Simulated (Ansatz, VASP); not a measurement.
**ReOF3 in VASP and in Ansatz**

```xyz
5
Lattice="12.4800 0.0000 0.0000 0.0000 12.5500 0.0000 0.0000 0.0000 9.9200" Properties=species:S:1:pos:R:3 pbc="T T T"
Re    6.3370    6.2728    4.9753
O     7.9757    6.2728    5.4174
F     6.2063    8.0455    4.5000
F     4.5000    6.2728    5.3969
F     6.2063    4.5000    4.5000
```

Alike in both runs: task single point; functional PBE; k mesh 1 × 1 × 1; occupations gaussian, width 0.01 eV; no spin polarisation.

|  | VASP | Ansatz |
| --- | --- | --- |
| version | VASP 6.6.1 | Ansatz 0.2.0 |
| potentials or method | VASP PAW PBE potentials, release 64 (Re_sv_GW, O, F), cutoff 520 eV | scalar-relativistic, plane waves, PAW |
| valence electrons in the cell | 42 | 42 |

|  | VASP | Ansatz | Ansatz less VASP |
| --- | --- | --- | --- |
| gap on the k mesh at the Fermi level (eV) | 0.79 | 0.79 | +0.003 |
| rms of the force components (eV/Å) | 0.131 | 0.243 | +0.1129 |

Atom by atom the forces differ by 0.117 eV/Å (rms over components). One of these differences is far larger than is usual between the two programs; its cause wasn't traced.

Spin-orbit coupling is off throughout.
